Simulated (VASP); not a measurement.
# HC16 (a cell with a defect) in VASP: a series of runs, part 2 of 2

VASP 6.6.1. Earlier steps stand in the parts before.

### Step 3. Single point, PBE+D3(BJ)

INCAR reads:

```
PREC     = Accurate       # precision mode
ENCUT    = 520            # plane-wave cutoff, eV
EDIFF    = 1E-7           # SCF threshold, eV
ISMEAR   = 0              # smearing method
SIGMA    = 0.02           # smearing width, eV
LREAL    = Auto         
LASPH    = T              # aspherical terms in the spheres
NELM     = 80             # most SCF steps
ALGO     = Normal         # electronic algorithm
ISIF     = 2              # what is computed and relaxed
LWAVE    = F              # write WAVECAR
LCHARG   = F              # write CHGCAR
GGA      = PE             # functional
IVDW     = 12             # dispersion correction
NELECT   = 64.0         
NBANDS   = 46             # bands
```

KPOINTS reads:

```
regular mesh
0
Gamma
  3 3 3
```

POSCAR reads:

```
HC16
1.0
    0.0000000000      3.5700000000      3.5700000000
    3.5700000000      0.0000000000      3.5700000000
    3.5700000000      3.5700000000      0.0000000000
C H
16 1
Direct
    0.0090875628     -0.0098643799     -0.0026300076
    0.1351545908      0.1056816372      0.1338094920
    0.0045066724     -0.0085638660      0.5034582051
    0.1367657740      0.1146083282      0.6207111249
   -0.0016394321      0.4844446724      0.0275343225
    0.1413500724      0.6174319528      0.1145973379
    0.0107084135      0.4926798246      0.4841710190
    0.1475607100      0.6283967452      0.5905989298
    0.5095449028     -0.0086465136     -0.0006446776
    0.6356168350      0.1156722564      0.1220340831
    0.5102487293     -0.0086478736      0.4960598027
    0.6310676428      0.1156523467      0.6247293386
    0.5147902293      0.4894691705     -0.0066051499
    0.6326805767      0.6173235653      0.1233136035
    0.5130919146      0.4912798600      0.4949344507
    0.6363143645      0.6182542368      0.6187424509
    0.0717107614      0.4056048572      0.8088687046
```

Potentials or basis: VASP PAW PBE potentials, release 64 (C, H).

Started as:

```bash
$ cat potpaw_PBE.64/C/POTCAR potpaw_PBE.64/H/POTCAR > POTCAR
$ mpirun -np 1 vasp_std > vasp.out
```

It took 69 s on 1 thread of Intel Xeon 6975P-C (Granite Rapids), shared host; peak memory 0.26 GiB.

The run converged. Its results:

```
Free energy                : -158.4599 eV
Largest force              : 0.032 eV/Å
Dispersion energy per atom : -0.190 eV
```

Forces in eV/Å, atoms in the order of the input:
```
C   -0.005  0.012  0.014
C   -0.006 -0.008 -0.005
C    0.006  0.005  0.007
C    0.008 -0.009 -0.001
C   -0.013 -0.026  0.014
C    0.004 -0.006  0.013
C   -0.003  0.005 -0.006
C    0.017  0.018 -0.017
C   -0.007  0.000 -0.007
C    0.005  0.004 -0.005
C   -0.001 -0.001  0.002
C    0.005  0.003  0.000
C    0.008 -0.001  0.005
C    0.004 -0.017 -0.008
C   -0.006  0.020  0.011
C   -0.001 -0.001 -0.003
H   -0.014  0.003 -0.014
```

Levels at points of the mesh, in eV from the Fermi level:
```
           k point  band 28  band 29  band 30  band 31  band 32  band 33  band 34  band 35  band 36  band 37
(0.00, 0.00, 0.00)    -2.86    -2.74    -0.41    -0.28    -0.13     2.41     3.25     4.16     4.37     4.67
```

Caveat: the k points lie up to 0.51 Å⁻¹ apart; the cell carries a net charge on a neutralising background, which shifts energy and pressure; the cell is charged against a uniform background, so pressure and absolute levels hang on convention.

### Step 4. Single point, PBE+D3(BJ)

INCAR reads:

```
PREC = Accurate
ENCUT = 520
EDIFF = 1E-7
ISMEAR = 0
SIGMA = 0.02
LREAL = Auto
LASPH = True
NELM = 60
ALGO = Normal
ISIF = 2
LWAVE = False
LCHARG = True
GGA = PE
IVDW = 12
LELF = True
LVHAR = True
NELECT = 64.0
NBANDS = 46
```

KPOINTS is that of step 3.

POSCAR reads:

```
HC16
1.0
    0.0000000000      3.5700000000      3.5700000000
    3.5700000000      0.0000000000      3.5700000000
    3.5700000000      3.5700000000      0.0000000000
C H
16 1
Direct
    0.0025707283     -0.0011071429     -0.0103264706
    0.1312754902      0.1231446779      0.1105110644
    0.0100170868     -0.0011072829      0.4839476190
    0.1272025210      0.1221313725      0.6161680672
    0.0014768908      0.4987138655     -0.0073967787
    0.1252411765      0.6257647059      0.1157481793
   -0.0093207283      0.5001358543      0.4901652661
    0.0972805322      0.6357463585      0.6270088235
    0.5059009804     -0.0011457983     -0.0111001401
    0.6285763305      0.1232074230      0.1149976190
    0.5038890756     -0.0023901961      0.4885196078
    0.6403242297      0.1131483193      0.6145368347
    0.4998704482      0.4970343137     -0.0058435574
    0.6297917367      0.6248850140      0.1119931373
    0.5338977591      0.4919857143      0.4777106443
    0.6210355742      0.6249745098      0.6207473389
    0.3153929972      0.4128845938      0.5511011204
```

Started as:

```bash
$ cat potpaw_PBE.64/C/POTCAR potpaw_PBE.64/H/POTCAR > POTCAR
$ mpirun -np 1 vasp_std > vasp.out
```

Run time: 85 s. Hardware: 1 thread of Intel Xeon 6975P-C (Granite Rapids), shared host; peak memory 0.26 GiB.

The run converged. Its results:

| Property | Result |
| --- | --- |
| Free energy | -158.4599 eV |
| Largest force | 0.024 eV/Å |
| Dispersion energy per atom | -0.190 eV |

Forces in eV/Å, atoms in the order of the input:
```
C    0.001 -0.004 -0.006
C    0.004 -0.001  0.003
C    0.001 -0.001 -0.003
C   -0.001 -0.004  0.007
C    0.003  0.004 -0.006
C   -0.001  0.000 -0.002
C   -0.008  0.001 -0.005
C   -0.004  0.011  0.021
C   -0.001  0.000 -0.004
C   -0.001 -0.002  0.003
C    0.005  0.002 -0.003
C   -0.001  0.001  0.004
C   -0.001 -0.001 -0.002
C   -0.002 -0.003  0.008
C    0.021 -0.006 -0.004
C    0.001  0.000  0.007
H   -0.015  0.003 -0.017
```

Levels at points of the mesh, in eV from the Fermi level:
| k point | band 29 | band 30 | band 31 | band 32 | band 33 | band 34 | band 35 | band 36 |
| --- | --- | --- | --- | --- | --- | --- | --- | --- |
| (0.00, 0.00, 0.00) | -2.77 | -0.44 | -0.31 | -0.15 | 2.39 | 3.22 | 4.13 | 4.35 |

Caveat: the k points lie up to 0.51 Å⁻¹ apart; the cell carries a net charge on a neutralising background, which shifts energy and pressure; the cell is charged against a uniform background, so pressure and absolute levels hang on convention.

### Step 5. Single point, PBE+D3(BJ)

INCAR reads:

```
ALGO = Normal ; EDIFF = 1E-6
ENCUT = 520 ; GGA = PE
ISIF = 2 ; ISMEAR = 0
IVDW = 12 ; LASPH = T
LCHARG = T ; LELF = T
LREAL = Auto ; LVHAR = T
LWAVE = F ; NBANDS = 46
NELECT = 64.0 ; NELM = 80
PREC = Accurate ; SIGMA = 0.02
```

KPOINTS reads:

```
k-points
0
Gamma
  3 3 3
```

POSCAR reads:

```
HC16
1.0
    0.0000000000      3.5700000000      3.5700000000
    3.5700000000      0.0000000000      3.5700000000
    3.5700000000      3.5700000000      0.0000000000
C H
16 1
Direct
    0.0104908964     -0.0070707283     -0.0027626050
    0.1381750700      0.1177941176      0.1213011204
    0.0060175070     -0.0056528011      0.4939718487
    0.1365439776      0.1077173669      0.6193756303
    0.0122420168      0.4957478992      0.0053952381
    0.1425476190      0.6201571429      0.1205896359
   -0.0005910364      0.4878610644      0.4833521008
    0.1489799720      0.6312634454      0.6279931373
    0.5117551821     -0.0056148459     -0.0038210084
    0.6370655462      0.1186518207      0.1206086835
    0.5110928571     -0.0058379552      0.4937561625
    0.6326988796      0.1187971989      0.6223602241
    0.5162337535      0.4923766106     -0.0033273109
    0.6379155462      0.6212883754      0.1205306723
    0.5152680672      0.4946857143      0.4945921569
    0.6346060224      0.6202612045      0.6212603641
    0.0894724090      0.4007614846      0.6967754902
```

Started as:

```bash
$ cat potpaw_PBE.64/C/POTCAR potpaw_PBE.64/H/POTCAR > POTCAR
$ mpirun -np 1 vasp_std > vasp.out
```

It took 72 s on 1 thread of Intel Xeon 6975P-C (Granite Rapids), shared host; peak memory 0.25 GiB.

It converged, with:

* Free energy: -158.4587 eV
* Largest force: 0.062 eV/Å
* Dispersion energy per atom: -0.190 eV

Forces in eV/Å, atoms in the order of the input:
```
C   -0.002  0.009 -0.004
C    0.005 -0.004  0.004
C   -0.009 -0.006 -0.005
C    0.002  0.012  0.004
C   -0.012 -0.010  0.003
C   -0.023 -0.007  0.010
C    0.019 -0.011  0.031
C    0.006 -0.004 -0.021
C   -0.004 -0.002  0.006
C   -0.004 -0.005 -0.001
C   -0.001  0.007  0.013
C   -0.001 -0.005  0.002
C   -0.001 -0.008  0.008
C   -0.002  0.006 -0.006
C   -0.016 -0.001 -0.007
C    0.005 -0.012 -0.012
H    0.038  0.041 -0.026
```

Levels at points of the mesh, in eV from the Fermi level:
| k point | band 28 | band 29 | band 30 | band 31 | band 32 | band 33 | band 34 | band 35 | band 36 | band 37 |
| --- | --- | --- | --- | --- | --- | --- | --- | --- | --- | --- |
| (0.00, 0.00, 0.00) | -2.89 | -2.77 | -0.44 | -0.32 | -0.16 | 2.35 | 3.23 | 4.12 | 4.36 | 4.64 |

Caveat: the k points lie up to 0.51 Å⁻¹ apart; the cell carries a net charge on a neutralising background, which shifts energy and pressure; the cell is charged against a uniform background, so pressure and absolute levels hang on convention.

### Step 6. Single point, PBE+D3(BJ)

INCAR reads:

```
  ALGO = Normal
  EDIFF = 1E-7
  ENCUT = 520
  GGA = PE
  ISIF = 2
  ISMEAR = 0
  IVDW = 12
  LASPH = True
  LCHARG = False
  LREAL = Auto
  LWAVE = False
  NBANDS = 46
  NELECT = 64.0
  NELM = 80
  PREC = Accurate
  SIGMA = 0.02
```

KPOINTS is that of step 5.

POSCAR reads:

```
HC16
1.0
    0.0000000000      3.5700000000      3.5700000000
    3.5700000000      0.0000000000      3.5700000000
    3.5700000000      3.5700000000      0.0000000000
C H
16 1
Direct
    0.0090875350     -0.0098642857     -0.0026301120
    0.1351546218      0.1056815126      0.1338095238
    0.0045067227     -0.0085638655      0.5034582633
    0.1367658263      0.1146084034      0.6207109244
   -0.0016393557      0.4844446779      0.0275343137
    0.1413500000      0.6174320728      0.1145973389
    0.0107085434      0.4926796919      0.4841710084
    0.1475606443      0.6283967787      0.5905990196
    0.5095449580     -0.0086466387     -0.0006446779
    0.6356168067      0.1156722689      0.1220341737
    0.5102485994     -0.0086477591      0.4960598039
    0.6310675070      0.1156523810      0.6247294118
    0.5147901961      0.4894691877     -0.0066050420
    0.6326805322      0.6173236695      0.1233135854
    0.5130918768      0.4912798319      0.4949344538
    0.6363144258      0.6182542017      0.6187424370
    0.0717107843      0.4056049020      0.8088687675
```

Potentials or basis: VASP PAW PBE potentials, release 64 (C, H).

Started as:

```bash
$ cat potpaw_PBE.64/C/POTCAR potpaw_PBE.64/H/POTCAR > POTCAR
$ mpirun -np 1 vasp_std > vasp.out
```

It took 86 s on 1 thread of Intel Xeon 6975P-C (Granite Rapids), shared host; peak memory 0.25 GiB.

The run converged. Its results:

- Free energy: -158.4599 eV
- Largest force: 0.032 eV/Å
- Dispersion energy per atom: -0.190 eV

Forces on the atoms (eV/Å):
```
C   -0.005  0.012  0.014
C   -0.006 -0.008 -0.005
C    0.006  0.005  0.007
C    0.008 -0.009 -0.001
C   -0.013 -0.026  0.014
C    0.004 -0.006  0.013
C   -0.003  0.005 -0.006
C    0.017  0.018 -0.017
C   -0.007  0.000 -0.007
C    0.005  0.004 -0.005
C   -0.001 -0.001  0.002
C    0.005  0.003  0.000
C    0.008 -0.001  0.005
C    0.003 -0.017 -0.008
C   -0.006  0.020  0.011
C   -0.001 -0.001 -0.003
H   -0.014  0.003 -0.014
```

Levels at points of the mesh, in eV from the Fermi level:
| k point | band 28 | band 29 | band 30 | band 31 | band 32 | band 33 | band 34 | band 35 | band 36 | band 37 |
| --- | --- | --- | --- | --- | --- | --- | --- | --- | --- | --- |
| (0.00, 0.00, 0.00) | -2.86 | -2.74 | -0.41 | -0.28 | -0.13 | 2.41 | 3.25 | 4.16 | 4.37 | 4.67 |

Caveat: the k points lie up to 0.51 Å⁻¹ apart; the cell carries a net charge on a neutralising background, which shifts energy and pressure; the cell is charged against a uniform background, so pressure and absolute levels hang on convention.
